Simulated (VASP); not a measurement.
# Hf (Pm-3m) in VASP: notebook

Runs on Hf. Level: PBE. Tasks: single point, relaxation of cell and atoms.

Everything below comes from runs of VASP 6.6.1. Logs are shortened: lines on timing, memory, paths and dates and some standing lists are left out, and cuts for length are marked.

### Step 1. The cell of the first run

Symmetry: Pm-3m, No. 221, cubic system. Conventional cell: a = 2.918 Å, b = 2.918 Å, c = 2.918 Å, α = 90.00°, β = 90.00°, γ = 90.00°. Within 3.8 Å of Hf (site symmetry m-3m) lie 6 Hf at 2.92 Å.

### Step 2. Single point, PBE

Contents of INCAR:

```
PREC = Accurate ; ENCUT = 520
EDIFF = 1E-6 ; ISMEAR = -1
SIGMA = 0.08 ; LREAL = False
LASPH = True ; NELM = 80
ALGO = Normal ; ISIF = 2
LWAVE = False ; LCHARG = False
GGA = PE ; NBANDS = 11
```

Contents of KPOINTS:

```
Automatic mesh
0
Gamma
  15 15 15
```

Contents of POSCAR:

```
Hf
1.0
    2.9176107633      0.0000000000      0.0000000000
    0.0000000000      2.9176107633      0.0000000000
    0.0000000000      0.0000000000      2.9176107633
Hf
1
Direct
    0.0000000000      0.0000000000      0.0000000000
```

Potentials or basis: VASP PAW PBE potentials, release 64 (Hf_pv).

Command:

```console
$ cat potpaw_PBE.64/Hf_pv/POTCAR > POTCAR
$ mpirun -np 1 vasp_std > vasp.out
```

OUTCAR:

```text
PREC = Accurate
   ENCUT = 520
   EDIFF = 1E-6
   ISMEAR = -1
   LREAL = False
   LASPH = True
   NELM = 80
   ISIF = 2
   GGA = PE

 ion  position               nearest neighbor table
   1  0.000  0.000  0.000-

  LATTYP: Found a simple cubic cell.
 ALAT       =     2.9176107633

  Lattice vectors:

 A1 = (   2.9176107633,   0.0000000000,   0.0000000000)
 A2 = (   0.0000000000,   2.9176107633,   0.0000000000)
 A3 = (   0.0000000000,   0.0000000000,   2.9176107633)

Analysis of symmetry for initial positions (statically):
=====================================================================
 Subroutine PRICEL returns:
 Original cell was already a primitive cell.

 Routine SETGRP: Setting up the symmetry group for a
 simple cubic supercell.

 Subroutine GETGRP returns: Found 48 space group operations
 (whereof 48 operations were pure point group operations)
 out of a pool of 48 trial point group operations.

The static configuration has the point symmetry O_h .

Analysis of symmetry for dynamics (positions and initial velocities):
=====================================================================
 Subroutine PRICEL returns:
 Original cell was already a primitive cell.

 Routine SETGRP: Setting up the symmetry group for a
 simple cubic supercell.

 Subroutine GETGRP returns: Found 48 space group operations
 (whereof 48 operations were pure point group operations)
 out of a pool of 48 trial point group operations.

The dynamic configuration has the point symmetry O_h .

 Subroutine INISYM returns: Found 48 space group operations
 (whereof 48 operations are pure point group operations),
 and found     1 'primitive' translations

----------------------------------------------------------------------------------------

                                     Primitive cell

  volume of cell :      24.8360

  direct lattice vectors                    reciprocal lattice vectors
     2.917610763  0.000000000  0.000000000     0.342746199  0.000000000  0.000000000
     0.000000000  2.917610763  0.000000000     0.000000000  0.342746199  0.000000000
     0.000000000  0.000000000  2.917610763     0.000000000  0.000000000  0.342746199

  length of vectors
     2.917610763  2.917610763  2.917610763     0.342746199  0.342746199  0.342746199

  position of ions in fractional coordinates (direct lattice)
     0.000000000  0.000000000  0.000000000

  ion indices of the primitive-cell ions
   primitive index   ion index
                 1           1

----------------------------------------------------------------------------------------

 KPOINTS: Automatic mesh

Automatic generation of k-mesh.
 Grid dimensions read from file:
 generate k-points for:   15   15   15

 Generating k-lattice:

  Cartesian coordinates                     Fractional coordinates (reciprocal lattice)
     0.022849747  0.000000000  0.000000000     0.066666667  0.000000000  0.000000000
     0.000000000  0.022849747  0.000000000     0.000000000  0.066666667  0.000000000
     0.000000000  0.000000000  0.022849747     0.000000000  0.000000000  0.066666667

  Length of vectors
     0.022849747  0.022849747  0.022849747

  Shift w.r.t. Gamma in fractional coordinates (k-lattice)
     0.000000000  0.000000000  0.000000000

 Subroutine IBZKPT returns following result:
 ===========================================

 Found    120 irreducible k-points:

 Following reciprocal coordinates:
            Coordinates               Weight
  0.000000  0.000000  0.000000      1.000000
  0.066667  0.000000  0.000000      6.000000
  0.133333  0.000000  0.000000      6.000000
  0.200000  0.000000  0.000000      6.000000
  0.266667  0.000000  0.000000      6.000000
  0.333333  0.000000  0.000000      6.000000
[... 16 lines left out ...]
  0.266667  0.200000  0.000000     24.000000
  0.333333  0.200000  0.000000     24.000000
 [... further k-points ...]
   k-points           NKPTS =    120   k-points in BZ     NKDIM =    120   number of bands    NBANDS=     11
   number of dos      NEDOS =    301   number of ions     NIONS =      1
   total plane-waves  NPLWV =  13824
   dimension x,y,z NGX =    24 NGY =   24 NGZ =   24
   dimension x,y,z NGXF=    48 NGYF=   48 NGZF=   48
   ions per type =               1
   NGX,Y,Z   is equivalent  to a cutoff of  13.68, 13.68, 13.68 a.u.
   NGXF,Y,Z  is equivalent  to a cutoff of  27.35, 27.35, 27.35 a.u.
 SYSTEM =  unknown system
   PREC   = accura    normal or accurate (medium, high low for compatibility)
   ISTART =      0    job   : 0-new  1-cont  2-samecut
   ICHARG =      2    charge: 1-file 2-atom 10-const
   ISPIN  =      1    spin polarized calculation?
   LNONCOLLINEAR =      F non collinear calculations
   LSORBIT =      F    spin-orbit coupling
   LASPH  =      T    aspherical Exc in radial PAW
   ENCUT  =  520.0 eV  38.22 Ry    6.18 a.u.   5.42  5.42  5.42*2*pi/ulx,y,z
   NELM   =     80;   NELMIN=  2; NELMDL= -5     # of ELM steps
   EDIFF  = 0.1E-05   stopping-criterion for ELM
   LREAL  =      F    real-space projection
   EDIFFG = 0.1E-04   stopping-criterion for IOM
   NSW    =      0    number of steps for IOM
   IBRION =     -1    ionic relax: 0-MD 1-quasi-New 2-CG
   NFREE  =      0    steps in history (QN), initial steepest desc. (CG)
   ISIF   =      2    stress and relaxation
   ISYM   =      2    0-nonsym 1-usesym 2-fastsym
   POTIM  = 0.5000    time-step for ionic-motion
   TEBEG  =    0.0;   TEEND  =   0.0 temperature during run
   PSTRESS=    0.0 pullay stress
   NELECT =      10.0000    total number of electrons
   NUPDOWN=      -1.0000    fix difference up-down
   EMIN   =  10.00;   EMAX   =-10.00  energy-range for DOS
   EFERMI =   0.00;   METHOD = LEGACY
   ISMEAR =    -1;   SIGMA  =   0.08  broadening in eV -4-tet -1-fermi 0-gaus
   EFERMI_NEDOS =   21; number of points for ismear=-14 and -15
   IALGO  =     38    algorithm
   IMIX   =      4    mixing-type and parameters
     AMIX     =   0.40;   BMIX     =  1.00
     AMIX_MAG =   1.60;   BMIX_MAG =  1.00
  volume/ion in A,a.u.               =      24.84       167.60
  Fermi-wavevector in a.u.,A,eV,Ry     =   1.208873  2.284439 19.883212  1.461375
  Thomas-Fermi vector in A             =   2.344468
   LORBIT       =      0    0 simple, 1 ext, 2 COOP (PROOUT), +10 PAW based schemes
   GGA     = PE    functional components
[... 5 lines left out ...]
 non-spin polarized calculation
  energy-cutoff  :      520.00
  volume of cell :       24.84
 maximum number of plane-waves:       691
 NGX is ok and might be reduce to    24
   NGX = 11   NGY = 11   NGZ = 11

 number of electron      10.0000004 magnetization

 Free energy of the ion-electron system (eV)
  ---------------------------------------------------
  ext. energy  EPLUGINS =         0.00000000
  ---------------------------------------------------
  free energy    TOTEN  =        -8.85762229 eV

  energy without entropy =       -8.81660098  energy(sigma->0) =       -8.83711164

 E-fermi :   3.7817     XC(G=0): -10.7200

 val. band max:        3.7813130197   @ k =   0.4667   0.4000   0.2667
 cond. band min:       3.7825477456   @ k =   0.4000   0.1333   0.0667
 fundamental gap:      0.0012347259
 Fermi energy:         3.7816669527

 k-point     1 :       0.0000    0.0000    0.0000
  band No.  band energies     occupation
      1     -26.1968      2.00000
      2     -26.1968      2.00000
      3     -26.1968      2.00000
      4      -2.6812      2.00000
      5       2.3877      2.00000
      6       2.3877      2.00000
      7      10.2313      0.00000
      8      10.2313      0.00000
      9      10.2314      0.00000
     10      16.5965      0.00000
     11      16.5965      0.00000

 k-point     2 :       0.0667    0.0000    0.0000
  band No.  band energies     occupation
      1     -26.2390      2.00000
      2     -26.1933      2.00000
      3     -26.1933      2.00000
      4      -2.5647      2.00000
      5       2.4216      2.00000
      6       2.4950      2.00000
      7       9.9917      0.00000
      8       9.9917      0.00000
      9      10.2465      0.00000
     10      15.9400      0.00000
     11      16.8918      0.00000

 k-point     3 :       0.1333    0.0000    0.0000
  band No.  band energies     occupation
      1     -26.3567      2.00000
      2     -26.1834      2.00000
      3     -26.1834      2.00000
      4      -2.2316      2.00000
      5       2.5193      2.00000
      6       2.8001      1.99999
      7       9.4051      0.00000
      8       9.4051      0.00000
      9      10.2895      0.00000
     10      14.6809      0.00000
     11      16.8743      0.00000

 k-point     4 :       0.2000    0.0000    0.0000
  band No.  band energies     occupation
      1     -26.5262      2.00000
      2     -26.1688      2.00000
      3     -26.1688      2.00000
      4      -1.7260      2.00000
      5       2.6689      2.00000
      6       3.2408      1.99769
      7       8.6970      0.00000
      8       8.6970      0.00000
      9      10.3538      0.00000
     10      13.4788      0.00000
     11      16.8748      0.00000

 k-point     5 :       0.2667    0.0000    0.0000
  band No.  band energies     occupation
      1     -26.7155      2.00000
      2     -26.1519      2.00000
      3     -26.1519      2.00000
      4      -1.1072      2.00000
      5       2.8500      1.99998
      6       3.6824      1.55141
      7       8.0219      0.00000
      8       8.0219      0.00000
      9      10.4289      0.00000
     10      12.6399      0.00000
     11      16.8750      0.00000

 k-point     6 :       0.3333    0.0000    0.0000
  band No.  band energies     occupation
      1     -26.8916      2.00000
      2     -26.1358      2.00000
      3     -26.1358      2.00000
      4      -0.4428      2.00000
      5       3.0338      1.99983
      6       3.9316      0.26626
      7       7.4651      0.00000
      8       7.4651      0.00000
      9      10.5021      0.00000
     10      12.3753      0.00000
     11      16.8752      0.00000

 k-point     7 :       0.4000    0.0000    0.0000
  band No.  band energies     occupation
      1     -27.0260      2.00000
      2     -26.1231      2.00000
      3     -26.1231      2.00000
      4       0.1760      2.00000
      5       3.1856      1.99884
      6       3.8905      0.40833
      7       7.0735      0.00000
      8       7.0735      0.00000
      9      10.5603      0.00000
     10      12.6983      0.00000
     11      16.8340      0.00000

 k-point     8 :       0.4667    0.0000    0.0000
  band No.  band energies     occupation
      1     -27.0985      2.00000
      2     -26.1162      2.00000
      3     -26.1162      2.00000
      4       0.5895      2.00000
      5       3.2722      1.99657
      6       3.7254      1.33797
      7       6.8722      0.00000
      8       6.8722      0.00000
      9      10.5926      0.00000
     10      13.2007      0.00000
     11      16.4613      0.00000
[... 141 lines left out ...]
 k-point    19 :       0.3333    0.1333    0.0000
  band No.  band energies     occupation
      1     -26.8731      2.00000
      2     -26.2895      2.00000
      3     -26.1229      2.00000
      4      -0.0084      2.00000
      5       3.3091      1.99457
      6       3.9841      0.14747
      7       6.9509      0.00000
      8       7.5636      0.00000
      9       9.8072      0.00000
     10      12.9321      0.00000
     11      16.8699      0.00000

 k-point    20 :       0.4000    0.1333    0.0000
  band No.  band energies     occupation
      1     -27.0065      2.00000
      2     -26.2757      2.00000
      3     -26.1103      2.00000
      4       0.6316      2.00000
      5       3.3615      1.98959
      6       3.7795      1.01365
      7       7.0143      0.00000
      8       7.1794      0.00000
      9       9.8790      0.00000
     10      12.9453      0.00000
     11      16.8856      0.00000

 k-point    21 :       0.4667    0.1333    0.0000
  band No.  band energies     occupation
      1     -27.0784      2.00000
      2     -26.2681      2.00000
      3     -26.1034      2.00000
      4       1.0993      2.00000
      5       3.1601      1.99916
      6       3.7143      1.39772
      7       6.9810      0.00000
      8       7.0752      0.00000
      9       9.9194      0.00000
     10      13.2280      0.00000
     11      16.8726      0.00000

 k-point    22 :       0.2000    0.2000    0.0000
  band No.  band energies     occupation
      1     -26.5054      2.00000
      2     -26.4800      2.00000
      3     -26.1413      2.00000
      4      -0.7924      2.00000
      5       3.1566      1.99919
      6       3.9150      0.31788
      7       6.9788      0.00000
      8       8.6618      0.00000
      9       9.1556      0.00000
     10      15.0947      0.00000
     11      15.2408      0.00000

 k-point    23 :       0.2667    0.2000    0.0000
  band No.  band energies     occupation
      1     -26.6799      2.00000
      2     -26.4717      2.00000
      3     -26.1247      2.00000
      4      -0.2033      2.00000
      5       3.2812      1.99617
      6       4.3431      0.00179
      7       6.5084      0.00000
      8       8.1832      0.00000
      9       9.0960      0.00000
     10      14.0664      0.00000
     11      15.9196      0.00000

 k-point    24 :       0.3333    0.2000    0.0000
  band No.  band energies     occupation
      1     -26.8528      2.00000
      2     -26.4528      2.00000
      3     -26.1088      2.00000
      4       0.4298      2.00000
      5       3.2747      1.99647
      6       4.4296      0.00061
      7       6.6195      0.00000
      8       7.6721      0.00000
      9       9.1744      0.00000
     10      13.3632      0.00000
     11      16.6010      0.00000

 [... further k-points ...]

------------------------ aborting loop because EDIFF is reached ----------------------------------------

  FORCE on cell =-STRESS in cart. coord.  units (eV):
  Direction    XX          YY          ZZ          XY          YZ          ZX
  --------------------------------------------------------------------------------------
  -------------------------------------------------------------------------------------
  Total       -0.0475287     -0.0475287     -0.0475287      0.0000000      0.0000000     -0.0000000
  in kB       -3.0660868     -3.0660868     -3.0660868      0.0000000      0.0000000     -0.0000000
  external PRESSURE =      -3.0660868 kB  Pullay stress =       0.0000000 kB

 VOLUME and BASIS-vectors are now :
 -----------------------------------------------------------------------------
  energy-cutoff  :      520.00
  volume of cell :       24.84
      direct lattice vectors                 reciprocal lattice vectors
     2.917610763  0.000000000  0.000000000     0.342746199  0.000000000  0.000000000
     0.000000000  2.917610763  0.000000000     0.000000000  0.342746199  0.000000000
     0.000000000  0.000000000  2.917610763     0.000000000  0.000000000  0.342746199

 POSITION                                       TOTAL-FORCE (eV/Angst)
 -----------------------------------------------------------------------------------
      0.00000      0.00000      0.00000         0.000000      0.000000      0.000000
 -----------------------------------------------------------------------------------
    total drift:                                0.000000     -0.000000      0.000000

  FREE ENERGIE OF THE ION-ELECTRON SYSTEM (eV)
  ---------------------------------------------------
  free  energy   TOTEN  =        -8.8576222946 eV

  energy  without entropy=       -8.8166009793  energy(sigma->0) =       -8.83711164
```

Run time: 26 s. Hardware: 1 thread of Intel Xeon Platinum 8259CL at 2.50GHz (Skylake/Cascade Lake), shared host; peak memory 0.16 GiB.

What came out:

| Property | Result |
| --- | --- |
| Free energy | -8.8576 eV |
| Pressure | -0.3 GPa |
| Band gap on the k mesh | zero (band 5 reaches 4.70 eV, above the bottom of band 6 at 2.39 eV) |

Caveat: spin-orbit coupling is left out, which moves the levels of the heavy elements.

### Step 3. Relaxation of cell and atoms, PBE

This run uses another cell than the first one, of 24.37 Å³/atom, 0.981 times its volume.

Contents of INCAR:

```
SYSTEM = Hf
  ALGO = Normal
  EDIFF = 1E-6
  EDIFFG = -0.005
  ENCUT = 600
  GGA = PE
  IBRION = 2
  ISIF = 3
  ISMEAR = -1
  LASPH = .TRUE.
  LCHARG = .FALSE.
  LREAL = .FALSE.
  LWAVE = .FALSE.
  NELM = 60
  NSW = 60
  PREC = Accurate
  SIGMA = 0.08
```

Contents of KPOINTS:

```
k-points
0
G
  15 15 15
  0 0 0
```

Contents of POSCAR:

```
Hf
1.0
    2.8990833409      0.0000000000      0.0000000000
    0.0000000000      2.8990833409      0.0000000000
    0.0000000000      0.0000000000      2.8990833409
Hf
1
Direct
    0.0000000000      0.0000000000      0.0000000000
```

Potentials or basis: VASP PAW PBE potentials, release 64 (Hf_pv).

Command:

```console
$ cat potpaw_PBE.64/Hf_pv/POTCAR > POTCAR
$ mpirun -np 1 vasp_std > vasp.out
```

It took 1.8 min on 1 thread of AMD EPYC 7R13, shared host; peak memory 0.14 GiB.

The run converged. Its results:

* Free energy: -8.8578 eV
* Relaxed volume: 24.73 Å³/atom
* Relaxed cell: a = 2.913 Å, b = 2.913 Å, c = 2.913 Å, α = 90.00°, β = 90.00°, γ = 90.00°
* Space group after relaxing (to 0.05 Å): Pm-3m (No. 221)
* Energy gained by relaxing: 1.2 meV/atom
* Ionic steps: 3
* Pressure after relaxing: 0.0 GPa
* Band gap on the k mesh: zero (band 5 reaches 4.73 eV, above the bottom of band 6 at 2.40 eV)

The path:
```
step  energy change (eV)  largest force (eV/Å)  pressure (GPa)  volume (Å³)
   1              0.0000                0.0000            1.10        24.37
   2             -0.0008                0.0000           -0.68        24.96
   3             -0.0012                0.0000            0.00        24.73
```

Final structure:
```
Hf
1.0
     2.91348    0.00000    0.00000
     0.00000    2.91348    0.00000
     0.00000    0.00000    2.91348
Hf
1
Direct
  0.00000 0.00000 0.00000
```

Levels at points of the mesh, in eV from the Fermi level:
```csv
k point,band 1,band 2,band 3,band 4,band 5,band 6,band 7,band 8,band 9
"(0.00, 0.00, 0.00)",-29.96,-29.96,-29.96,-6.48,-1.40,-1.40,6.48,6.48,6.48
```

Caveat: spin-orbit coupling is left out, which moves the levels of the heavy elements.
